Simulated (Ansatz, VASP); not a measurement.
# One calculation of Nb, two programs

```xyz
2
Lattice="2.9806 0.0000 0.0000 -1.4903 2.5813 0.0000 0.0000 0.0000 5.4436" Properties=species:S:1:pos:R:3 pbc="T T T"
Nb    0.0000    1.7209    1.3609
Nb    1.4903    0.8604    4.0827
```

Alike in both runs: task single point; functional PBE; k mesh 21 × 21 × 10; occupations fermi-dirac, width 0.1 eV; no spin polarisation.

|  | VASP | Ansatz |
| --- | --- | --- |
| version | VASP 6.6.1 | Ansatz 0.2.0 |
| potentials or method | VASP PAW PBE potentials, release 64 (Nb_sv), cutoff 520 eV | plane waves (420 eV) with PAW, scalar-relativistic |
| valence electrons in the cell | 26 | 26 |

|  | VASP | Ansatz | Ansatz less VASP |
| --- | --- | --- | --- |
| pressure (GPa) | -15.0 | -14.8 | +0.25 |
| traceless stress, the component that is largest in VASP (GPa) | 1.08 | 1.11 | +0.026 |

The functional is the same, so the differences come from potentials, cutoffs and numerics.
